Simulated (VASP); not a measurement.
# MgZn2 (Fd-3m) in VASP: single point with LDA

Aim: the single point of MgZn2 with LDA.

Program: VASP 6.6.1. These are calculated values, not measurements. Logs are shortened: lines on timing, memory, paths and dates and some standing lists are left out, and cuts for length are marked.

## Step 1: The cell of the first run

It takes space group Fd-3m (No. 227, cubic). Conventional cell: a = 7.284 Å, b = 7.284 Å, c = 7.284 Å, α = 90.00°, β = 90.00°, γ = 90.00°. Within 4.0 Å of Mg (site symmetry -43m) lie 12 Zn at 3.02 Å and 4 Mg at 3.15 Å. Within 3.4 Å of Zn (site symmetry -3m) lie 6 Zn at 2.58 Å and 6 Mg at 3.02 Å.

## Step 2: Single point, LDA

File INCAR:

```
PREC     = Accurate       # precision mode
ENCUT    = 520            # plane-wave cutoff, eV
EDIFF    = 1E-6           # SCF threshold, eV
ISMEAR   = -1             # smearing method
SIGMA    = 0.05           # smearing width, eV
LREAL    = False          # projectors in reciprocal space
LASPH    = True           # aspherical terms in the spheres
NELM     = 80             # most SCF steps
ALGO     = Normal         # electronic algorithm
ISIF     = 2              # what is computed and relaxed
LWAVE    = False          # write WAVECAR
LCHARG   = False          # write CHGCAR
GGA      = CA             # functional
NBANDS   = 35             # bands
```

File KPOINTS:

```
Automatic mesh
0
Gamma
  5 5 5
```

File POSCAR:

```
MgZn2
1.0
    0.0000000000      3.6420500000      3.6420500000
    3.6420500000      0.0000000000      3.6420500000
    3.6420500000      3.6420500000      0.0000000000
Mg Zn
2 4
Direct
    0.7500000000      0.7500000000      0.7500000000
    0.5000000000      0.5000000000      0.5000000000
    0.1250000000      0.1250000000      0.1250000000
    0.6250000000      0.1250000000      0.1250000000
    0.1250000000      0.1250000000      0.6250000000
    0.1250000000      0.6250000000      0.1250000000
```

Potentials or basis: VASP PAW LDA potentials, release 64 (Mg, Zn).

The run is started by

```console
$ cat potpaw_LDA.64/Mg/POTCAR potpaw_LDA.64/Zn/POTCAR > POTCAR
$ mpirun -np 1 vasp_std > vasp.out
```

OUTCAR:

```text
PREC = Accurate
   ENCUT = 520
   EDIFF = 1E-6
   ISMEAR = -1
   LREAL = False
   LASPH = True
   NELM = 80
   ISIF = 2
   GGA = CA

 ion  position               nearest neighbor table
   1  0.750  0.750  0.750-   3 3.02   5 3.02   6 3.02   4 3.02   4 3.02   6 3.02   3 3.02   4 3.02
                             5 3.02   3 3.02   5 3.02   6 3.02   2 3.15   2 3.15   2 3.15   2 3.15
   2  0.500  0.500  0.500-   3 3.02   5 3.02   6 3.02   3 3.02   4 3.02   5 3.02   3 3.02   4 3.02
                             6 3.02   4 3.02   5 3.02   6 3.02   1 3.15   1 3.15   1 3.15   1 3.15
   3  0.125  0.125  0.125-   4 2.58   5 2.58   6 2.58   5 2.58   6 2.58   4 2.58   2 3.02   1 3.02
                             2 3.02   1 3.02   2 3.02   1 3.02
   4  0.625  0.125  0.125-   3 2.58   5 2.58   6 2.58   3 2.58   5 2.58   6 2.58   1 3.02   2 3.02
                             1 3.02   2 3.02   1 3.02   2 3.02
   5  0.125  0.125  0.625-   3 2.58   3 2.58   4 2.58   6 2.58   6 2.58   4 2.58   1 3.02   2 3.02
                             2 3.02   1 3.02   2 3.02   1 3.02
   6  0.125  0.625  0.125-   3 2.58   5 2.58   3 2.58   4 2.58   5 2.58   4 2.58   1 3.02   1 3.02
                             2 3.02   1 3.02   2 3.02   2 3.02

  LATTYP: Found a face centered cubic cell.
 ALAT       =     7.2841000000

  Lattice vectors:

 A1 = (   0.0000000000,   3.6420500000,   3.6420500000)
 A2 = (   3.6420500000,   0.0000000000,   3.6420500000)
 A3 = (   3.6420500000,   3.6420500000,   0.0000000000)

Analysis of symmetry for initial positions (statically):
=====================================================================
 Subroutine PRICEL returns:
 Original cell was already a primitive cell.

 Routine SETGRP: Setting up the symmetry group for a
 face centered cubic supercell.

 Subroutine GETGRP returns: Found 48 space group operations
 (whereof 24 operations were pure point group operations)
 out of a pool of 48 trial point group operations.

The static configuration has the point symmetry T_d .
 The point group associated with its full space group is O_h .

Analysis of symmetry for dynamics (positions and initial velocities):
=====================================================================
 Subroutine PRICEL returns:
 Original cell was already a primitive cell.

 Routine SETGRP: Setting up the symmetry group for a
 face centered cubic supercell.

 Subroutine GETGRP returns: Found 48 space group operations
 (whereof 24 operations were pure point group operations)
 out of a pool of 48 trial point group operations.

The dynamic configuration has the point symmetry T_d .
 The point group associated with its full space group is O_h .

 Subroutine INISYM returns: Found 48 space group operations
 (whereof 24 operations are pure point group operations),
 and found     1 'primitive' translations

----------------------------------------------------------------------------------------

                                     Primitive cell

  volume of cell :      96.6201

  direct lattice vectors                    reciprocal lattice vectors
     0.000000000  3.642050000  3.642050000    -0.137285320  0.137285320  0.137285320
     3.642050000  0.000000000  3.642050000     0.137285320 -0.137285320  0.137285320
     3.642050000  3.642050000  0.000000000     0.137285320  0.137285320 -0.137285320

  length of vectors
     5.150636505  5.150636505  5.150636505     0.237785150  0.237785150  0.237785150

  position of ions in fractional coordinates (direct lattice)
     0.750000000  0.750000000  0.750000000
     0.500000000  0.500000000  0.500000000
     0.125000000  0.125000000  0.125000000
     0.625000000  0.125000000  0.125000000
     0.125000000  0.125000000  0.625000000
     0.125000000  0.625000000  0.125000000

  ion indices of the primitive-cell ions
   primitive index   ion index
                 1           1
                 2           2
                 3           3
                 4           4
                 5           5
                 6           6

----------------------------------------------------------------------------------------

 KPOINTS: Automatic mesh

Automatic generation of k-mesh.
 Grid dimensions read from file:
 generate k-points for:    5    5    5

 Generating k-lattice:

  Cartesian coordinates                     Fractional coordinates (reciprocal lattice)
    -0.027457064  0.027457064  0.027457064     0.200000000  0.000000000  0.000000000
     0.027457064 -0.027457064  0.027457064     0.000000000  0.200000000  0.000000000
     0.027457064  0.027457064 -0.027457064     0.000000000  0.000000000  0.200000000

  Length of vectors
     0.047557030  0.047557030  0.047557030

  Shift w.r.t. Gamma in fractional coordinates (k-lattice)
     0.000000000  0.000000000  0.000000000

 Subroutine IBZKPT returns following result:
 ===========================================

 Found     10 irreducible k-points:

 Following reciprocal coordinates:
            Coordinates               Weight
  0.000000  0.000000  0.000000      1.000000
  0.200000  0.000000  0.000000      8.000000
  0.400000  0.000000  0.000000      8.000000
  0.200000  0.200000  0.000000      6.000000
  0.400000  0.200000  0.000000     24.000000
 -0.400000  0.200000  0.000000     24.000000
 -0.200000  0.200000  0.000000     12.000000
  0.400000  0.400000  0.000000      6.000000
 -0.400000  0.400000  0.000000     12.000000
 -0.400000  0.400000  0.200000     24.000000
   k-points           NKPTS =     10   k-points in BZ     NKDIM =     10   number of bands    NBANDS=     35
   number of dos      NEDOS =    301   number of ions     NIONS =      6
   total plane-waves  NPLWV =  64000
   dimension x,y,z NGX =    40 NGY =   40 NGZ =   40
   dimension x,y,z NGXF=    80 NGYF=   80 NGZF=   80
   ions per type =               2   4
   NGX,Y,Z   is equivalent  to a cutoff of  12.91, 12.91, 12.91 a.u.
   NGXF,Y,Z  is equivalent  to a cutoff of  25.82, 25.82, 25.82 a.u.
 SYSTEM =  unknown system
   PREC   = accura    normal or accurate (medium, high low for compatibility)
   ISTART =      0    job   : 0-new  1-cont  2-samecut
   ICHARG =      2    charge: 1-file 2-atom 10-const
   ISPIN  =      1    spin polarized calculation?
   LNONCOLLINEAR =      F non collinear calculations
   LSORBIT =      F    spin-orbit coupling
   LASPH  =      T    aspherical Exc in radial PAW
   ENCUT  =  520.0 eV  38.22 Ry    6.18 a.u.   9.58  9.58  9.58*2*pi/ulx,y,z
   NELM   =     80;   NELMIN=  2; NELMDL= -5     # of ELM steps
   EDIFF  = 0.1E-05   stopping-criterion for ELM
   LREAL  =      F    real-space projection
   EDIFFG = 0.1E-04   stopping-criterion for IOM
   NSW    =      0    number of steps for IOM
   IBRION =     -1    ionic relax: 0-MD 1-quasi-New 2-CG
   NFREE  =      0    steps in history (QN), initial steepest desc. (CG)
   ISIF   =      2    stress and relaxation
   ISYM   =      2    0-nonsym 1-usesym 2-fastsym
   POTIM  = 0.5000    time-step for ionic-motion
   TEBEG  =    0.0;   TEEND  =   0.0 temperature during run
   PSTRESS=    0.0 pullay stress
   NELECT =      52.0000    total number of electrons
   NUPDOWN=      -1.0000    fix difference up-down
   EMIN   =  10.00;   EMAX   =-10.00  energy-range for DOS
   EFERMI =   0.00;   METHOD = LEGACY
   ISMEAR =    -1;   SIGMA  =   0.05  broadening in eV -4-tet -1-fermi 0-gaus
   EFERMI_NEDOS =   21; number of points for ismear=-14 and -15
   IALGO  =     38    algorithm
   IMIX   =      4    mixing-type and parameters
     AMIX     =   0.40;   BMIX     =  1.00
     AMIX_MAG =   1.60;   BMIX_MAG =  1.00
  volume/ion in A,a.u.               =      16.10       108.67
  Fermi-wavevector in a.u.,A,eV,Ry     =   1.331640  2.516434 24.126723  1.773264
  Thomas-Fermi vector in A             =   2.460635
   LORBIT       =      0    0 simple, 1 ext, 2 COOP (PROOUT), +10 PAW based schemes
   GGA     = CA    functional components
   LHFCALC =     F    Hartree Fock is set to
   AEXX    =    0.0000 exact exchange contribution
   IVDW    =     0    specifies the selected vdW correction
   LEPSILON=     F    determine dielectric tensor
   LRPA    =     F    only Hartree local field effects (RPA)
 non-spin polarized calculation
  energy-cutoff  :      520.00
  volume of cell :       96.62
 maximum number of plane-waves:      2637
 NGX is ok and might be reduce to    40
   NGX = 19   NGY = 19   NGZ = 19

 number of electron      52.0000017 magnetization

 Free energy of the ion-electron system (eV)
  ---------------------------------------------------
  ext. energy  EPLUGINS =         0.00000000
  ---------------------------------------------------
  free energy    TOTEN  =       -12.22567513 eV

  energy without entropy =      -12.21098055  energy(sigma->0) =      -12.21832784

 E-fermi :   3.5269     XC(G=0): -10.9740

 val. band max:        3.2900032832   @ k =   0.2000   0.0000   0.0000
 cond. band min:       3.5960281599   @ k =  -0.4000   0.2000   0.0000
 fundamental gap:      0.3060248767
 Fermi energy:         3.5269434624

 k-point     1 :       0.0000    0.0000    0.0000
  band No.  band energies     occupation
      1      -6.7905      2.00000
      2      -5.3602      2.00000
      3      -5.1850      2.00000
      4      -5.1850      2.00000
      5      -5.1850      2.00000
      6      -4.9390      2.00000
[... 27 lines left out ...]
     34       6.5947      0.00000
     35       7.5967      0.00000

 k-point     2 :       0.2000    0.0000    0.0000
  band No.  band energies     occupation
      1      -6.5098      2.00000
      2      -5.2282      2.00000
      3      -5.1581      2.00000
      4      -5.1168      2.00000
      5      -5.1168      2.00000
      6      -4.8971      2.00000
[... 27 lines left out ...]
     34       8.2770      0.00000
     35       9.4060      0.00000
[... 264 lines left out ...]
     34      10.6745      0.00000
     35      10.6868      0.00000

 k-point    10 :      -0.4000    0.4000    0.2000
  band No.  band energies     occupation
      1      -5.4777      2.00000
      2      -5.0681      2.00000
      3      -4.9441      2.00000
      4      -4.8474      2.00000
      5      -4.7884      2.00000
      6      -4.7527      2.00000
[... 27 lines left out ...]
     34      10.2094      0.00000
     35      11.5040      0.00000

------------------------ aborting loop because EDIFF is reached ----------------------------------------

  FORCE on cell =-STRESS in cart. coord.  units (eV):
  Direction    XX          YY          ZZ          XY          YZ          ZX
  --------------------------------------------------------------------------------------
  -------------------------------------------------------------------------------------
  Total       -2.6104486     -2.6104486     -2.6104486      0.0000000      0.0000000      0.0000000
  in kB      -43.2870529    -43.2870529    -43.2870529      0.0000000      0.0000000      0.0000000
  external PRESSURE =     -43.2870529 kB  Pullay stress =       0.0000000 kB

 VOLUME and BASIS-vectors are now :
 -----------------------------------------------------------------------------
  energy-cutoff  :      520.00
  volume of cell :       96.62
      direct lattice vectors                 reciprocal lattice vectors
     0.000000000  3.642050000  3.642050000    -0.137285320  0.137285320  0.137285320
     3.642050000  0.000000000  3.642050000     0.137285320 -0.137285320  0.137285320
     3.642050000  3.642050000  0.000000000     0.137285320  0.137285320 -0.137285320

 POSITION                                       TOTAL-FORCE (eV/Angst)
 -----------------------------------------------------------------------------------
      5.46307      5.46307      5.46307         0.000000      0.000000      0.000000
      3.64205      3.64205      3.64205        -0.000000     -0.000000     -0.000000
      0.91051      0.91051      0.91051         0.000000      0.000000     -0.000000
      0.91051      2.73154      2.73154         0.000000      0.000000     -0.000000
      2.73154      2.73154      0.91051         0.000000      0.000000     -0.000000
      2.73154      0.91051      2.73154         0.000000      0.000000     -0.000000
 -----------------------------------------------------------------------------------
    total drift:                                0.000000     -0.000000      0.000000

  FREE ENERGIE OF THE ION-ELECTRON SYSTEM (eV)
  ---------------------------------------------------
  free  energy   TOTEN  =       -12.2256751327 eV

  energy  without entropy=      -12.2109805481  energy(sigma->0) =      -12.21832784
```

It took 55 s on 1 thread of AMD EPYC 7R43 (Zen 3), shared host; peak memory 0.17 GiB.

What came out:

```yaml
Free_energy: -12.2257 eV
Pressure: -4.3 GPa
Band_gap_on_the_k_mesh: zero (bands 26 and 27 overlap by 1.34 eV)
```

Caveat: the cell stands under tension.
